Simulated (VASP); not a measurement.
Wanted: the native input for a VASP 6.6.1 run.

```yaml
Task: single point
Functional: PBE
Potentials_or_basis: VASP PAW PBE potentials, release 64 (Ta_pv, N)
Cutoff: 520 eV
k_mesh: 18 × 18 × 10
Occupations: gaussian, width 0.15 eV
Spin: no spin polarisation
Dipole_correction: no
Further_INCAR_settings: ALGO = Normal; EDIFF = 1e-07; NBANDS = 20
```

The structure of Ta2N lies in POSCAR:

```
Ta2N
1.0
    3.1011400595      0.0000000000      0.0000000000
   -1.5505700297      2.6856660722      0.0000000000
    0.0000000000      0.0000000000      4.8818900388
Ta N
2 1
Direct
    0.6666666667      0.3333333333      0.7449050326
    0.3333333333      0.6666666667      0.2550949674
    0.0000000000      0.0000000000      0.0000000000
```

The input as run:

INCAR

```
SYSTEM = Ta2N
ALGO     = Normal         ! electronic algorithm
EDIFF    = 1E-7           ! SCF threshold, eV
ENCUT    = 520            ! plane-wave cutoff, eV
GGA      = PE             ! functional
ISIF     = 2              ! what is computed and relaxed
ISMEAR   = 0              ! smearing method
LASPH    = .True.         ! aspherical terms in the spheres
LCHARG   = .False.        ! write CHGCAR
LREAL    = .False.        ! projectors in reciprocal space
LWAVE    = .False.        ! write WAVECAR
NBANDS   = 20             ! bands
NELM     = 60             ! most SCF steps
PREC     = Accurate       ! precision mode
SIGMA    = 0.15           ! smearing width, eV
```

KPOINTS

```
k-points
0
Gamma
  18 18 10
  0 0 0
```

Potentials or basis: VASP PAW PBE potentials, release 64 (Ta_pv, N).

Command:

```sh
$ cat potpaw_PBE.64/Ta_pv/POTCAR potpaw_PBE.64/N/POTCAR > POTCAR
$ mpirun -np 1 vasp_std > vasp.out
```

Results of the run:

The pressure is 0.4 GPa. The largest force is 0.039 eV/Å. The band gap on the k mesh is zero (an odd number of electrons rules out a gap without spin polarisation).

Caveat: spin-orbit coupling is left out, which moves the levels of the heavy elements.

Wall time 3.2 min on 1 thread of Intel(R) Xeon(R) Platinum 8259CL CPU @ 2.50GHz (Skylake/Cascade Lake) (shared host), peak memory 0.35 GiB.
